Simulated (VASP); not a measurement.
# Cu (P2/m) in VASP: a series of runs

Runs on Cu. Level: PBEsol. Tasks: single point, relaxation of cell and atoms.

Everything below comes from runs of VASP 6.6.1. Logs are shortened: lines on timing, memory, paths and dates and some standing lists are left out, and cuts for length are marked.

**1. The cell of the first run**

Symmetry: P2/m, No. 10, monoclinic system. Conventional cell: a = 11.570 Å, b = 2.238 Å, c = 22.224 Å, α = 90.00°, β = 101.93°, γ = 90.00°. Cu (site symmetry 2/m) has 2 Cu at 2.24 Å within 3.0 Å.

**2. Single point, PBEsol**

The input, INCAR:

```
SYSTEM = Cu
PREC = Accurate ; ENCUT = 600
EDIFF = 1E-6 ; ISMEAR = -1
SIGMA = 0.1 ; LREAL = .FALSE.
LASPH = .TRUE. ; NELM = 120
ALGO = Normal ; ISIF = 2
LWAVE = .FALSE. ; LCHARG = .FALSE.
GGA = PS ; NBANDS = 12
GGA_COMPAT = .FALSE.
```

The input, KPOINTS:

```
Automatic mesh
0
G
  3 13 2
  0 0 0
```

The input, POSCAR:

```
Cu
1.0
   11.5702540000      0.0000000000      0.0000000000
    0.0000000000      2.2382120000      0.0000000000
   -4.5956240000      0.0000000000     21.7433880000
Cu
1
Direct
    0.5000000000      0.5000000000      0.5000000000
```

Potentials or basis: VASP PAW PBE potentials, release 64 (Cu).

Launch:

```sh
$ cat potpaw_PBE.64/Cu/POTCAR > POTCAR
$ mpirun -np 1 vasp_std > vasp.out
```

OUTCAR:

```text
SYSTEM = Cu
   PREC = Accurate
   ENCUT = 600
   EDIFF = 1E-6
   ISMEAR = -1
   LREAL = .FALSE.
   LASPH = .TRUE.
   NELM = 120
   ISIF = 2
   GGA = PS

 ion  position               nearest neighbor table
   1  0.500  0.500  0.500-

  LATTYP: Found a simple monoclinic cell.
 ALAT       =    11.5702540000
 B/A-ratio  =     0.1934453643
 C/A-ratio  =     1.9207652137
 COS(beta)  =    -0.2067889433

  Lattice vectors:

 A1 = (  11.5702540000,   0.0000000000,   0.0000000000)
 A2 = (   0.0000000000,   2.2382120000,   0.0000000000)
 A3 = (  -4.5956240000,   0.0000000000,  21.7433880000)

Analysis of symmetry for initial positions (statically):
=====================================================================
 Subroutine PRICEL returns:
 Original cell was already a primitive cell.

 Routine SETGRP: Setting up the symmetry group for a
 simple monoclinic supercell.

 Subroutine GETGRP returns: Found  4 space group operations
 (whereof  4 operations were pure point group operations)
 out of a pool of  4 trial point group operations.

The static configuration has the point symmetry C_2h.

Analysis of symmetry for dynamics (positions and initial velocities):
=====================================================================
 Subroutine PRICEL returns:
 Original cell was already a primitive cell.

 Routine SETGRP: Setting up the symmetry group for a
 simple monoclinic supercell.

 Subroutine GETGRP returns: Found  4 space group operations
 (whereof  4 operations were pure point group operations)
 out of a pool of  4 trial point group operations.

The dynamic configuration has the point symmetry C_2h.

 Subroutine INISYM returns: Found  4 space group operations
 (whereof  4 operations are pure point group operations),
 and found     1 'primitive' translations

----------------------------------------------------------------------------------------

                                     Primitive cell

  volume of cell :     563.0816

  direct lattice vectors                    reciprocal lattice vectors
    11.570254000  0.000000000  0.000000000     0.086428526  0.000000000  0.018267301
     0.000000000  2.238212000  0.000000000     0.000000000  0.446785202  0.000000000
    -4.595624000  0.000000000 21.743388000     0.000000000  0.000000000  0.045990993

  length of vectors
    11.570254000  2.238212000 22.223741397     0.088337899  0.446785202  0.045990993

  position of ions in fractional coordinates (direct lattice)
     0.500000000  0.500000000  0.500000000

  ion indices of the primitive-cell ions
   primitive index   ion index
                 1           1

----------------------------------------------------------------------------------------

 KPOINTS: Automatic mesh

Automatic generation of k-mesh.
 Grid dimensions read from file:
 generate k-points for:    3   13    2

 Generating k-lattice:

  Cartesian coordinates                     Fractional coordinates (reciprocal lattice)
     0.028809509  0.000000000  0.006089100     0.333333333  0.000000000  0.000000000
     0.000000000  0.034368092  0.000000000     0.000000000  0.076923077  0.000000000
     0.000000000  0.000000000  0.022995496     0.000000000  0.000000000  0.500000000

  Length of vectors
     0.029445966  0.034368092  0.022995496

  Shift w.r.t. Gamma in fractional coordinates (k-lattice)
     0.000000000  0.000000000  0.000000000

 Subroutine IBZKPT returns following result:
 ===========================================

 Found     28 irreducible k-points:

 Following reciprocal coordinates:
            Coordinates               Weight
  0.000000  0.000000  0.000000      1.000000
  0.333333  0.000000  0.000000      2.000000
  0.000000  0.076923  0.000000      2.000000
  0.333333  0.076923  0.000000      4.000000
  0.000000  0.153846  0.000000      2.000000
  0.333333  0.153846  0.000000      4.000000
[... 16 lines left out ...]
  0.000000  0.307692  0.500000      2.000000
  0.333333  0.307692  0.500000      4.000000
 [... further k-points ...]
   k-points           NKPTS =     28   k-points in BZ     NKDIM =     28   number of bands    NBANDS=     12
   number of dos      NEDOS =    301   number of ions     NIONS =      1
   total plane-waves  NPLWV = 311040
   dimension x,y,z NGX =    96 NGY =   18 NGZ =  180
   dimension x,y,z NGXF=   192 NGYF=   36 NGZF=  360
   ions per type =               1
   NGX,Y,Z   is equivalent  to a cutoff of  13.79, 13.37, 13.47 a.u.
   NGXF,Y,Z  is equivalent  to a cutoff of  27.59, 26.74, 26.93 a.u.
 SYSTEM =  Cu
   PREC   = accura    normal or accurate (medium, high low for compatibility)
   ISTART =      0    job   : 0-new  1-cont  2-samecut
   ICHARG =      2    charge: 1-file 2-atom 10-const
   ISPIN  =      1    spin polarized calculation?
   LNONCOLLINEAR =      F non collinear calculations
   LSORBIT =      F    spin-orbit coupling
   LASPH  =      T    aspherical Exc in radial PAW
   ENCUT  =  600.0 eV  44.10 Ry    6.64 a.u.  23.11  4.47 44.39*2*pi/ulx,y,z
   NELM   =    120;   NELMIN=  2; NELMDL= -5     # of ELM steps
   EDIFF  = 0.1E-05   stopping-criterion for ELM
   LREAL  =      F    real-space projection
   EDIFFG = 0.1E-04   stopping-criterion for IOM
   NSW    =      0    number of steps for IOM
   IBRION =     -1    ionic relax: 0-MD 1-quasi-New 2-CG
   NFREE  =      0    steps in history (QN), initial steepest desc. (CG)
   ISIF   =      2    stress and relaxation
   ISYM   =      2    0-nonsym 1-usesym 2-fastsym
   POTIM  = 0.5000    time-step for ionic-motion
   TEBEG  =    0.0;   TEEND  =   0.0 temperature during run
   PSTRESS=    0.0 pullay stress
   NELECT =      11.0000    total number of electrons
   NUPDOWN=      -1.0000    fix difference up-down
   EMIN   =  10.00;   EMAX   =-10.00  energy-range for DOS
   EFERMI =   0.00;   METHOD = LEGACY
   ISMEAR =    -1;   SIGMA  =   0.10  broadening in eV -4-tet -1-fermi 0-gaus
   EFERMI_NEDOS =   21; number of points for ismear=-14 and -15
   IALGO  =     38    algorithm
   IMIX   =      4    mixing-type and parameters
     AMIX     =   0.40;   BMIX     =  1.00
     AMIX_MAG =   1.60;   BMIX_MAG =  1.00
  volume/ion in A,a.u.               =     563.08      3799.86
  Fermi-wavevector in a.u.,A,eV,Ry     =   0.440909  0.833197  2.644978  0.194400
  Thomas-Fermi vector in A             =   1.415886
   LORBIT       =      0    0 simple, 1 ext, 2 COOP (PROOUT), +10 PAW based schemes
   GGA     = PS    functional components
   LHFCALC =     F    Hartree Fock is set to
   AEXX    =    0.0000 exact exchange contribution
   IVDW    =     0    specifies the selected vdW correction
   LEPSILON=     F    determine dielectric tensor
   LRPA    =     F    only Hartree local field effects (RPA)
 non-spin polarized calculation
  energy-cutoff  :      600.00
  volume of cell :      563.08
 maximum number of plane-waves:     18936
 NGX is ok and might be reduce to    96
   NGX = 47   NGY =  9   NGZ = 89

 number of electron      10.9999999 magnetization

 Free energy of the ion-electron system (eV)
  ---------------------------------------------------
  ext. energy  EPLUGINS =         0.00000000
  ---------------------------------------------------
  free energy    TOTEN  =        -1.96970119 eV

  energy without entropy =       -1.93711856  energy(sigma->0) =       -1.95340987

 E-fermi :  -4.9287     XC(G=0):  -0.7454

 val. band max:       -5.1208293779   @ k =   0.0000   0.0000   0.0000
 cond. band min:      -4.4815382746   @ k =   0.0000   0.3077   0.0000
 fundamental gap:      0.6392911033
 Fermi energy:        -4.9287164781

 k-point     1 :       0.0000    0.0000    0.0000
  band No.  band energies     occupation
      1      -8.6283      2.00000
      2      -6.2203      2.00000
      3      -6.0037      1.99996
      4      -6.0037      1.99996
      5      -5.1208      1.74454
      6      -5.1208      1.74453
      7      -2.1215      0.00000
      8      -2.1146      0.00000
      9       0.0323      0.00000
     10       0.4301      0.00000
     11       0.5136      0.00000
     12       0.9728      0.00000

 k-point     2 :       0.3333    0.0000    0.0000
  band No.  band energies     occupation
      1      -8.6283      2.00000
      2      -6.2202      2.00000
      3      -6.0037      1.99996
      4      -6.0037      1.99996
      5      -5.1208      1.74454
      6      -5.1208      1.74453
      7      -2.1240      0.00000
      8      -2.1205      0.00000
      9       0.2073      0.00000
     10       0.5124      0.00000
     11       0.6579      0.00000
     12       0.6722      0.00000

 k-point     3 :       0.0000    0.0769    0.0000
  band No.  band energies     occupation
      1      -8.4117      2.00000
      2      -6.1331      1.99999
      3      -5.9792      1.99995
      4      -5.9792      1.99995
      5      -5.2870      1.94593
      6      -5.2870      1.94593
      7      -1.8590      0.00000
      8      -1.8514      0.00000
      9       0.2071      0.00000
     10       0.6068      0.00000
     11       0.6953      0.00000
     12       1.1485      0.00000
[... 286 lines left out ...]
 k-point    23 :       0.0000    0.3077    0.5000
  band No.  band energies     occupation
      1      -6.5091      2.00000
      2      -6.5091      2.00000
      3      -5.9470      1.99992
      4      -5.7146      1.99923
      5      -5.7146      1.99923
      6      -4.4815      0.02260
      7       1.2002      0.00000
      8       1.2132      0.00000
      9       2.8462      0.00000
     10       3.1387      0.00000
     11       3.5722      0.00000
     12       3.7956      0.00000

 k-point    24 :       0.3333    0.3077    0.5000
  band No.  band energies     occupation
      1      -6.5091      2.00000
      2      -6.5091      2.00000
      3      -5.9470      1.99992
      4      -5.7146      1.99923
      5      -5.7146      1.99923
      6      -4.4815      0.02259
      7       1.1955      0.00000
      8       1.2022      0.00000
      9       3.0268      0.00000
     10       3.2613      0.00000
     11       3.5195      0.00000
     12       3.6072      0.00000

 [... further k-points ...]

------------------------ aborting loop because EDIFF is reached ----------------------------------------

  FORCE on cell =-STRESS in cart. coord.  units (eV):
  Direction    XX          YY          ZZ          XY          YZ          ZX
  --------------------------------------------------------------------------------------
  -------------------------------------------------------------------------------------
  Total       -0.0036276      0.3074915     -0.0009896      0.0000000      0.0000000      0.0000560
  in kB       -0.0103220      0.8749281     -0.0028158      0.0000000      0.0000000      0.0001592
  external PRESSURE =       0.2872634 kB  Pullay stress =       0.0000000 kB

 VOLUME and BASIS-vectors are now :
 -----------------------------------------------------------------------------
  energy-cutoff  :      600.00
  volume of cell :      563.08
      direct lattice vectors                 reciprocal lattice vectors
    11.570254000  0.000000000  0.000000000     0.086428526  0.000000000  0.018267301
     0.000000000  2.238212000  0.000000000     0.000000000  0.446785202  0.000000000
    -4.595624000  0.000000000 21.743388000     0.000000000  0.000000000  0.045990993

 POSITION                                       TOTAL-FORCE (eV/Angst)
 -----------------------------------------------------------------------------------
      3.48732      1.11911     10.87169         0.000000      0.000000      0.000000
 -----------------------------------------------------------------------------------
    total drift:                                0.000000     -0.000000     -0.000000

  FREE ENERGIE OF THE ION-ELECTRON SYSTEM (eV)
  ---------------------------------------------------
  free  energy   TOTEN  =        -1.9697011885 eV

  energy  without entropy=       -1.9371185586  energy(sigma->0) =       -1.95340987
```

Wall time 9.6 min (1 thread of Intel Xeon 8259CL, shared host); peak memory 0.73 GiB.

Results:

- Free energy: -1.9697 eV
- Pressure: 0.0 GPa
- Band gap on the k mesh: zero (an odd number of electrons rules out a gap without spin polarisation)

Stress tensor (GPa, compression positive):
```
0.00 0.00 0.00
0.00 0.09 0.00
0.00 0.00 0.00
```

Caveat: the PAW data sets were made with another functional, which shifts forces and pressure a little.

[end of part 1 of 2]

The gap in the log of VASP goes by the Fermi energy; the results here count the filled bands.